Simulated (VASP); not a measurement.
Set up this calculation in VASP 6.6.1, as the native input.

```
Task                   : relaxation of cell and atoms
Functional             : PBE
Potentials or basis    : VASP PAW PBE potentials, release 64 (Al, B, As)
Cutoff                 : 600 eV
k mesh                 : 4 × 4 × 2
Occupations            : gaussian, width 0.1 eV
Spin                   : no spin polarisation
Dipole correction      : no
Further INCAR settings : ALGO = Normal; EDIFF = 1e-07; IBRION = 2; EDIFFG = -0.04; NSW = 90; ISIF = 3
```

The structure of Al3BAs4 lies in POSCAR:

```
Al3BAs4
1.0
    3.7575467500      0.0000000000      0.0000000000
    0.0000000000      3.7575467500      0.0000000000
    0.0000000000      0.0000000000     10.6279471400
Al B As
3 1 4
Direct
    0.0000000000      0.0000000000      0.7500000000
    0.5000000000      0.5000000000      0.0000000000
    0.0000000000      0.0000000000      0.2500000000
    0.5000000000      0.5000000000      0.5000000000
    0.5000000000      0.0000000000      0.8750000000
    0.0000000000      0.5000000000      0.1250000000
    0.5000000000      0.0000000000      0.3750000000
    0.0000000000      0.5000000000      0.6250000000
```

These files were run (other wordings do the same):

INCAR

```
PREC = Accurate
ENCUT = 600
EDIFF = 1E-7
ISMEAR = 0
SIGMA = 0.1
LREAL = F
LASPH = T
NELM = 100
ALGO = Normal
ISIF = 3
LWAVE = F
LCHARG = F
GGA = PE
IBRION = 2
NSW = 90
EDIFFG = -0.04
```

KPOINTS

```
Automatic mesh
0
Gamma
  4 4 2
```

Potentials or basis: VASP PAW PBE potentials, release 64 (Al, B, As).

Command:

```console
$ cat potpaw_PBE.64/Al/POTCAR potpaw_PBE.64/B/POTCAR potpaw_PBE.64/As/POTCAR > POTCAR
$ mpirun -np 1 vasp_std > vasp.out
```

It gave:

The relaxed volume is 21.08 Å³/atom. The relaxed cell is a = 3.886 Å, b = 3.886 Å, c = 11.172 Å, α = 90.00°, β = 90.00°, γ = 90.00°, the space group after relaxing (to 0.05 Å) is P-4m2 (No. 115) and the energy gained by relaxing is 201.6 meV/atom. The ionic steps are 11, the pressure after relaxing is -0.1 GPa and the largest force after relaxing is 0.026 eV/Å. The band gap on the k mesh is 0.84 eV, direct.

Run time: 3.4 min on 1 thread of Intel(R) Xeon(R) 6975P-C (Granite Rapids), on a shared host, peak memory 0.29 GiB.
